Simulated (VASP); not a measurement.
# NbC2 (Pa-3) in VASP: single point with PBE

Aim: the single point of NbC2 with PBE.

Everything below comes from runs of VASP 6.6.1. Logs are shortened: lines on timing, memory, paths and dates and some standing lists are left out, and cuts for length are marked.

## (1) The cell of the first run

Symmetry: Pa-3, No. 205, cubic system. Conventional cell: a = 5.137 Å, b = 5.137 Å, c = 5.137 Å, α = 90.00°, β = 90.00°, γ = 90.00°. Within 3.1 Å of Nb (site symmetry -3) lie 12 C at 2.24 to 3.02 Å. C (site symmetry 3) has 1 C at 1.37 Å within 1.8 Å.

## (2) Single point, PBE

Contents of INCAR:

```
PREC = Accurate ; ENCUT = 1300
EDIFF = 1E-6 ; ISMEAR = 0
SIGMA = 0.2 ; LREAL = False
LASPH = True ; NELM = 120
ALGO = Normal ; ISIF = 2
LWAVE = False ; LCHARG = False
GGA = PE ; NBANDS = 54
GGA_COMPAT = False
```

Contents of KPOINTS:

```
Automatic mesh
0
Gamma
  3 3 3
```

Contents of POSCAR:

```
NbC2
1.0
    5.1368151153      0.0000000000      0.0000000000
    0.0000000000      5.1368151153      0.0000000000
    0.0000000000      0.0000000000      5.1368151153
Nb C
4 8
Direct
    0.0000000000      0.0000000000      0.0000000000
    0.5000000000      0.0000000000      0.5000000000
    0.0000000000      0.5000000000      0.5000000000
    0.5000000000      0.5000000000      0.0000000000
    0.9229970214      0.0770029786      0.5770029786
    0.0770029786      0.9229970214      0.4229970214
    0.0770029786      0.5770029786      0.9229970214
    0.9229970214      0.4229970214      0.0770029786
    0.5770029786      0.9229970214      0.0770029786
    0.4229970214      0.0770029786      0.9229970214
    0.5770029786      0.5770029786      0.5770029786
    0.4229970214      0.4229970214      0.4229970214
```

Potentials or basis: VASP PAW PBE potentials, release 64 (Nb_sv, C_h).

The run is started by

```console
$ cat potpaw_PBE.64/Nb_sv/POTCAR potpaw_PBE.64/C_h/POTCAR > POTCAR
$ mpirun -np 1 vasp_std > vasp.out
```

OUTCAR:

```text
PREC = Accurate
   ENCUT = 1300
   EDIFF = 1E-6
   ISMEAR = 0
   LREAL = False
   LASPH = True
   NELM = 120
   ISIF = 2
   GGA = PE

 ion  position               nearest neighbor table
   1  0.000  0.000  0.000-   5 2.24   6 2.24   7 2.24   8 2.24   9 2.24  10 2.24
   2  0.500  0.000  0.500-   5 2.24   6 2.24   9 2.24  10 2.24  11 2.24  12 2.24
   3  0.000  0.500  0.500-   5 2.24   6 2.24   7 2.24   8 2.24  11 2.24  12 2.24
   4  0.500  0.500  0.000-   7 2.24   8 2.24   9 2.24  10 2.24  11 2.24  12 2.24
   5  0.923  0.077  0.577-   6 1.37   2 2.24   3 2.24   1 2.24
   6  0.077  0.923  0.423-   5 1.37   2 2.24   3 2.24   1 2.24
   7  0.077  0.577  0.923-   8 1.37   3 2.24   4 2.24   1 2.24
   8  0.923  0.423  0.077-   7 1.37   3 2.24   4 2.24   1 2.24
   9  0.577  0.923  0.077-  10 1.37   2 2.24   4 2.24   1 2.24
  10  0.423  0.077  0.923-   9 1.37   2 2.24   4 2.24   1 2.24
  11  0.577  0.577  0.577-  12 1.37   3 2.24   4 2.24   2 2.24
  12  0.423  0.423  0.423-  11 1.37   3 2.24   4 2.24   2 2.24

  LATTYP: Found a simple cubic cell.
 ALAT       =     5.1368151153

  Lattice vectors:

 A1 = (   5.1368151153,   0.0000000000,   0.0000000000)
 A2 = (   0.0000000000,   5.1368151153,   0.0000000000)
 A3 = (   0.0000000000,   0.0000000000,   5.1368151153)

Analysis of symmetry for initial positions (statically):
=====================================================================
 Subroutine PRICEL returns:
 Original cell was already a primitive cell.

 Routine SETGRP: Setting up the symmetry group for a
 simple cubic supercell.

 Subroutine GETGRP returns: Found 24 space group operations
 (whereof  6 operations were pure point group operations)
 out of a pool of 48 trial point group operations.

The static configuration has the point symmetry S_6 .
 The point group associated with its full space group is T_h .

Analysis of symmetry for dynamics (positions and initial velocities):
=====================================================================
 Subroutine PRICEL returns:
 Original cell was already a primitive cell.

 Routine SETGRP: Setting up the symmetry group for a
 simple cubic supercell.

 Subroutine GETGRP returns: Found 24 space group operations
 (whereof  6 operations were pure point group operations)
 out of a pool of 48 trial point group operations.

The dynamic configuration has the point symmetry S_6 .
 The point group associated with its full space group is T_h .

 Subroutine INISYM returns: Found 24 space group operations
 (whereof  6 operations are pure point group operations),
 and found     1 'primitive' translations

----------------------------------------------------------------------------------------

                                     Primitive cell

  volume of cell :     135.5445

  direct lattice vectors                    reciprocal lattice vectors
     5.136815115  0.000000000  0.000000000     0.194673154  0.000000000  0.000000000
     0.000000000  5.136815115  0.000000000     0.000000000  0.194673154  0.000000000
     0.000000000  0.000000000  5.136815115     0.000000000  0.000000000  0.194673154

  length of vectors
     5.136815115  5.136815115  5.136815115     0.194673154  0.194673154  0.194673154

  position of ions in fractional coordinates (direct lattice)
     0.000000000  0.000000000  0.000000000
     0.500000000  0.000000000  0.500000000
     0.000000000  0.500000000  0.500000000
     0.500000000  0.500000000  0.000000000
     0.922997021  0.077002979  0.577002979
     0.077002979  0.922997021  0.422997021
     0.077002979  0.577002979  0.922997021
     0.922997021  0.422997021  0.077002979
     0.577002979  0.922997021  0.077002979
     0.422997021  0.077002979  0.922997021
     0.577002979  0.577002979  0.577002979
     0.422997021  0.422997021  0.422997021

  ion indices of the primitive-cell ions
   primitive index   ion index
                 1           1
                 2           2
                 3           3
                 4           4
                 5           5
                 6           6
                 7           7
                 8           8
                 9           9
                10          10
                11          11
                12          12

----------------------------------------------------------------------------------------

 KPOINTS: Automatic mesh

Automatic generation of k-mesh.
 Grid dimensions read from file:
 generate k-points for:    3    3    3

 Generating k-lattice:

  Cartesian coordinates                     Fractional coordinates (reciprocal lattice)
     0.064891051  0.000000000  0.000000000     0.333333333  0.000000000  0.000000000
     0.000000000  0.064891051  0.000000000     0.000000000  0.333333333  0.000000000
     0.000000000  0.000000000  0.064891051     0.000000000  0.000000000  0.333333333

  Length of vectors
     0.064891051  0.064891051  0.064891051

  Shift w.r.t. Gamma in fractional coordinates (k-lattice)
     0.000000000  0.000000000  0.000000000

 Subroutine IBZKPT returns following result:
 ===========================================

 Found      4 irreducible k-points:

 Following reciprocal coordinates:
            Coordinates               Weight
  0.000000  0.000000  0.000000      1.000000
  0.333333  0.000000  0.000000      6.000000
  0.333333  0.333333  0.000000     12.000000
  0.333333  0.333333  0.333333      8.000000
   k-points           NKPTS =      4   k-points in BZ     NKDIM =      4   number of bands    NBANDS=     54
   number of dos      NEDOS =    301   number of ions     NIONS =     12
   total plane-waves  NPLWV = 216000
   dimension x,y,z NGX =    60 NGY =   60 NGZ =   60
   dimension x,y,z NGXF=   120 NGYF=  120 NGZF=  120
   ions per type =               4   8
   NGX,Y,Z   is equivalent  to a cutoff of  19.42, 19.42, 19.42 a.u.
   NGXF,Y,Z  is equivalent  to a cutoff of  38.84, 38.84, 38.84 a.u.
 SYSTEM =  unknown system
   PREC   = accura    normal or accurate (medium, high low for compatibility)
   ISTART =      0    job   : 0-new  1-cont  2-samecut
   ICHARG =      2    charge: 1-file 2-atom 10-const
   ISPIN  =      1    spin polarized calculation?
   LNONCOLLINEAR =      F non collinear calculations
   LSORBIT =      F    spin-orbit coupling
   LASPH  =      T    aspherical Exc in radial PAW
   ENCUT  = 1300.0 eV  95.55 Ry    9.77 a.u.  15.10 15.10 15.10*2*pi/ulx,y,z
   NELM   =    120;   NELMIN=  2; NELMDL= -5     # of ELM steps
   EDIFF  = 0.1E-05   stopping-criterion for ELM
   LREAL  =      F    real-space projection
   EDIFFG = 0.1E-04   stopping-criterion for IOM
   NSW    =      0    number of steps for IOM
   IBRION =     -1    ionic relax: 0-MD 1-quasi-New 2-CG
   NFREE  =      0    steps in history (QN), initial steepest desc. (CG)
   ISIF   =      2    stress and relaxation
   ISYM   =      2    0-nonsym 1-usesym 2-fastsym
   POTIM  = 0.5000    time-step for ionic-motion
   TEBEG  =    0.0;   TEEND  =   0.0 temperature during run
   PSTRESS=    0.0 pullay stress
   NELECT =      84.0000    total number of electrons
   NUPDOWN=      -1.0000    fix difference up-down
   EMIN   =  10.00;   EMAX   =-10.00  energy-range for DOS
   EFERMI =   0.00;   METHOD = LEGACY
   ISMEAR =     0;   SIGMA  =   0.20  broadening in eV -4-tet -1-fermi 0-gaus
   EFERMI_NEDOS =   21; number of points for ismear=-14 and -15
   IALGO  =     38    algorithm
   IMIX   =      4    mixing-type and parameters
     AMIX     =   0.40;   BMIX     =  1.00
     AMIX_MAG =   1.60;   BMIX_MAG =  1.00
  volume/ion in A,a.u.               =      11.30        76.22
  Fermi-wavevector in a.u.,A,eV,Ry     =   1.395749  2.637583 26.505717  1.948115
  Thomas-Fermi vector in A             =   2.519170
   LORBIT       =      0    0 simple, 1 ext, 2 COOP (PROOUT), +10 PAW based schemes
   GGA     = PE    functional components
   LHFCALC =     F    Hartree Fock is set to
   AEXX    =    0.0000 exact exchange contribution
   IVDW    =     0    specifies the selected vdW correction
   LEPSILON=     F    determine dielectric tensor
   LRPA    =     F    only Hartree local field effects (RPA)
 non-spin polarized calculation
 Gauss-broadening in eV      SIGMA  =   0.20
  energy-cutoff  :     1300.00
  volume of cell :      135.54
 maximum number of plane-waves:     14463
   NGX = 31   NGY = 31   NGZ = 31

 number of electron      84.0000001 magnetization

 Free energy of the ion-electron system (eV)
  ---------------------------------------------------
  ext. energy  EPLUGINS =         0.00000000
  ---------------------------------------------------
  free energy    TOTEN  =      -105.45840668 eV

  energy without entropy =     -105.33465036  energy(sigma->0) =     -105.39652852

 E-fermi :   9.7037     XC(G=0): -12.0476

 val. band max:        9.6837125082   @ k =   0.3333   0.0000   0.0000
 cond. band min:       9.8448058484   @ k =   0.3333   0.3333   0.3333
 fundamental gap:      0.1610933402
 Fermi energy:         9.7036575992

 k-point     1 :       0.0000    0.0000    0.0000
  band No.  band energies     occupation
      1     -46.2339      2.00000
      2     -46.2111      2.00000
      3     -46.2111      2.00000
      4     -46.2111      2.00000
      5     -22.4058      2.00000
      6     -22.4058      2.00000
[... 46 lines left out ...]
     53      11.2407      0.00000
     54      11.2550      0.00000

 k-point     2 :       0.3333    0.0000    0.0000
  band No.  band energies     occupation
      1     -46.2282      2.00000
      2     -46.2168      2.00000
      3     -46.2110      2.00000
      4     -46.2110      2.00000
      5     -22.3772      2.00000
      6     -22.3764      2.00000
[... 46 lines left out ...]
     53      11.3780      0.00000
     54      11.4620      0.00000

 k-point     3 :       0.3333    0.3333    0.0000
  band No.  band energies     occupation
      1     -46.2239      2.00000
      2     -46.2153      2.00000
      3     -46.2153      2.00000
      4     -46.2125      2.00000
      5     -22.3750      2.00000
      6     -22.3723      2.00000
[... 46 lines left out ...]
     53      11.7057      0.00000
     54      11.8992      0.00000

 k-point     4 :       0.3333    0.3333    0.3333
  band No.  band energies     occupation
      1     -46.2210      2.00000
      2     -46.2153      2.00000
      3     -46.2153      2.00000
      4     -46.2153      2.00000
      5     -22.4120      2.00000
      6     -22.4053      2.00000
[... 46 lines left out ...]
     53      11.8263      0.00000
     54      12.1141      0.00000

------------------------ aborting loop because EDIFF is reached ----------------------------------------

  FORCE on cell =-STRESS in cart. coord.  units (eV):
  Direction    XX          YY          ZZ          XY          YZ          ZX
  --------------------------------------------------------------------------------------
  -------------------------------------------------------------------------------------
  Total       -0.4806037     -0.4806037     -0.4806037      0.0000000      0.0000000     -0.0000000
  in kB       -5.6808837     -5.6808837     -5.6808837      0.0000000      0.0000000     -0.0000000
  external PRESSURE =      -5.6808837 kB  Pullay stress =       0.0000000 kB

 VOLUME and BASIS-vectors are now :
 -----------------------------------------------------------------------------
  energy-cutoff  :     1300.00
  volume of cell :      135.54
      direct lattice vectors                 reciprocal lattice vectors
     5.136815115  0.000000000  0.000000000     0.194673154  0.000000000  0.000000000
     0.000000000  5.136815115  0.000000000     0.000000000  0.194673154  0.000000000
     0.000000000  0.000000000  5.136815115     0.000000000  0.000000000  0.194673154

 POSITION                                       TOTAL-FORCE (eV/Angst)
 -----------------------------------------------------------------------------------
      0.00000      0.00000      0.00000        -0.000000      0.000000      0.000000
      2.56841      0.00000      2.56841        -0.000000      0.000000      0.000000
      0.00000      2.56841      2.56841        -0.000000      0.000000      0.000000
      2.56841      2.56841      0.00000        -0.000000      0.000000      0.000000
      4.74127      0.39555      2.96396        -0.034151      0.034151      0.034151
      0.39555      4.74127      2.17286         0.034151     -0.034151     -0.034151
      0.39555      2.96396      4.74127         0.034151      0.034151     -0.034151
      4.74127      2.17286      0.39555        -0.034151     -0.034151      0.034151
      2.96396      4.74127      0.39555         0.034151     -0.034151      0.034151
      2.17286      0.39555      4.74127        -0.034151      0.034151     -0.034151
      2.96396      2.96396      2.96396         0.034151      0.034151      0.034151
      2.17286      2.17286      2.17286        -0.034151     -0.034151     -0.034151
 -----------------------------------------------------------------------------------
    total drift:                                0.000000     -0.000000     -0.000000

  FREE ENERGIE OF THE ION-ELECTRON SYSTEM (eV)
  ---------------------------------------------------
  free  energy   TOTEN  =      -105.4584066843 eV

  energy  without entropy=     -105.3346503559  energy(sigma->0) =     -105.39652852
```

Run time: 2.4 min. Hardware: 1 thread of AMD EPYC 7R43 (Zen 3), shared host; peak memory 0.48 GiB.

Results:

- Free energy: -105.4584 eV
- Pressure: -0.6 GPa
- Largest force: 0.059 eV/Å
- Band gap on the k mesh: zero (bands 42 and 43 overlap by 1.60 eV)

Forces on the atoms (eV/Å):
```
Nb   0.000  0.000  0.000
Nb   0.000  0.000  0.000
Nb   0.000  0.000  0.000
Nb   0.000  0.000  0.000
C   -0.034  0.034  0.034
C    0.034 -0.034 -0.034
C    0.034  0.034 -0.034
C   -0.034 -0.034  0.034
C    0.034 -0.034  0.034
C   -0.034  0.034 -0.034
C    0.034  0.034  0.034
C   -0.034 -0.034 -0.034
```

Levels at points of the mesh, in eV from the Fermi level:
| k point | band 40 | band 41 | band 42 | band 43 | band 44 | band 45 | band 46 | band 47 |
| --- | --- | --- | --- | --- | --- | --- | --- | --- |
| (0.00, 0.00, 0.00) | -2.61 | -2.61 | -1.19 | -1.19 | -1.19 | -0.44 | -0.44 | -0.44 |

Caveat: the k points lie up to 0.41 Å⁻¹ apart, too coarse for converged energies and pressures of a metal.

The gap in the log of VASP goes by the Fermi energy; the results here count the filled bands.